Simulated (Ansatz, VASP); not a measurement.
**Te2Mo in VASP and in Ansatz**

INCAR

```
SYSTEM = Te2Mo
  PREC = Accurate
  ENCUT = 520
  EDIFF = 1E-7
  ISMEAR = 0
  SIGMA = 0.05
  LREAL = .FALSE.
  LASPH = .TRUE.
  NELM = 150
  ALGO = Normal
  ISIF = 2
  LWAVE = .FALSE.
  LCHARG = .FALSE.
  ISPIN = 2
  MAGMOM = 0 0 0 0 0.05 0.05
  LORBIT = 11
  LMAXMIX = 4
  GGA = PE
  NBANDS = 39
  KPAR = 4
```

The input KPOINTS:

```
regular mesh
0
G
  10 10 2
  0 0 0
```

File POSCAR:

```
Te2Mo
1.0
    3.4854350852      0.0000000000      0.0000000000
   -1.7427175426      3.0800768643      0.0000000000
    0.0000000000      0.0000000000     15.3398765745
Te Mo
4 2
Direct
    0.3333333333      0.6666666667      0.6321297193
    0.6666666667      0.3333333333      0.1321297193
    0.3333333333      0.6666666667      0.8678702807
    0.6666666667      0.3333333333      0.3678702807
    0.3333333333      0.6666666667      0.2500000000
    0.6666666667      0.3333333333      0.7500000000
```

Input for Ansatz:

```yaml
crystal:
  lattice:
    - [3.4854350852, 0.0, 0.0]
    - [-1.7427175426, 3.0800768643, 0.0]
    - [0.0, 0.0, 15.3398765745]
  atoms:
    - { symbol: Te, position: [0.3333333333, 0.6666666667, 0.6321297193] }
    - { symbol: Te, position: [0.6666666667, 0.3333333333, 0.1321297193] }
    - { symbol: Te, position: [0.3333333333, 0.6666666667, 0.8678702807] }
    - { symbol: Te, position: [0.6666666667, 0.3333333333, 0.3678702807] }
    - { symbol: Mo, position: [0.3333333333, 0.6666666667, 0.25], spin: 0.05 }
    - { symbol: Mo, position: [0.6666666667, 0.3333333333, 0.75], spin: 0.05 }
basis:
  ecutwfc: 420
  ecutrho_ratio: 4
kpoints:
  mp_grid: { grid: [10, 10, 2] }
hamiltonian:
  xc: pbe
scf:
  occupations: { method: gaussian, width: 0.05 }
output:
  forces: true
  stress: true
  eigenvalues: true
  populations: true
magnetization:
  spin_polarized: true
```

Change from the starting cell: strain e1 = -0.02, atoms carried along.

Alike in both runs: task single point; functional PBE; k mesh 10 × 10 × 2; occupations gaussian, width 0.05 eV; collinear spin.

|  | VASP | Ansatz |
| --- | --- | --- |
| version | VASP 6.6.1 | Ansatz 0.2.0 |
| potentials or method | VASP PAW PBE potentials, release 64 (Te, Mo_sv), cutoff 520 eV | scalar-relativistic, plane waves, PAW |
| valence electrons in the cell | 52 | 92 |

VASP gave:

| Property | Result |
| --- | --- |
| gap on the k mesh at the Fermi level (eV) | 1.02 |
| least direct gap on the mesh (eV) | 1.22 |
| pressure (GPa) | 1.7 |
| traceless stress, the component that is largest in VASP (GPa) | 1.21 |
| rms of the force components (eV/Å) | 0.107 |
| net moment per atom (μB) | 0.00 |

Problem. Which values does Ansatz return?

Solution. gap on the k mesh at the Fermi level (eV): 1.01; least direct gap on the mesh (eV): 1.22; pressure (GPa): 1.7; traceless stress, the component that is largest in VASP (GPa): 1.24; rms of the force components (eV/Å): 0.102; net moment per atom (μB): 0.00.

Atom by atom the forces differ by 0.006 eV/Å (rms over components). The functional is the same, so the differences come from potentials, cutoffs and numerics. VASP's potentials hold 52 valence electrons a cell and Ansatz's 92, so a difference there can come from the potentials and not from the codes. Ansatz's warnings: seeded moment not kept.

Spin-orbit coupling is off throughout.
